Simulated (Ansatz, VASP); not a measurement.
**Pt in VASP and in Ansatz**

```xyz
8
Lattice="5.0426 0.0000 0.0000 0.0000 5.0426 0.0000 0.0000 0.0000 5.0426" Properties=species:S:1:pos:R:3 pbc="T T T"
Pt    2.5213    2.5213    2.5213
Pt    0.0000    0.0000    0.0000
Pt    1.2607    0.0000    2.5213
Pt    2.5213    1.2607    0.0000
Pt    2.5213    3.7820    0.0000
Pt    3.7820    0.0000    2.5213
Pt    0.0000    2.5213    3.7820
Pt    0.0000    2.5213    1.2607
```

Alike in both runs: task relaxation of cell and atoms; functional PBE; k mesh 8 × 8 × 8; occupations gaussian, width 0.1 eV; no spin polarisation.

|  | VASP | Ansatz |
| --- | --- | --- |
| version | VASP 6.6.1 | Ansatz 0.2.0 |
| potentials or method | VASP PAW PBE potentials, release 64 (Pt), cutoff 600 eV | scalar-relativistic, plane waves, PAW |
| valence electrons in the cell | 80 | 144 |

VASP gave:

```
gap on the k mesh at the Fermi level, each at its own relaxed structure (eV)  : none
relaxed volume (Å³/atom)                                                      : 16.20
relaxed length of the cell vector where the two differ most in proportion (Å) : 5.060
```

Question: What did Ansatz give for the same quantities?

Answer: gap on the k mesh at the Fermi level, each at its own relaxed structure (eV): none; relaxed volume (Å³/atom): 16.22; relaxed length of the cell vector where the two differ most in proportion (Å): 5.063.

A gap of «none» marks a metal or a gap that the smearing closes. VASP's potentials hold 80 valence electrons a cell and Ansatz's 144, so a difference there can come from the potentials and not from the codes.

Spin-orbit coupling is off throughout.
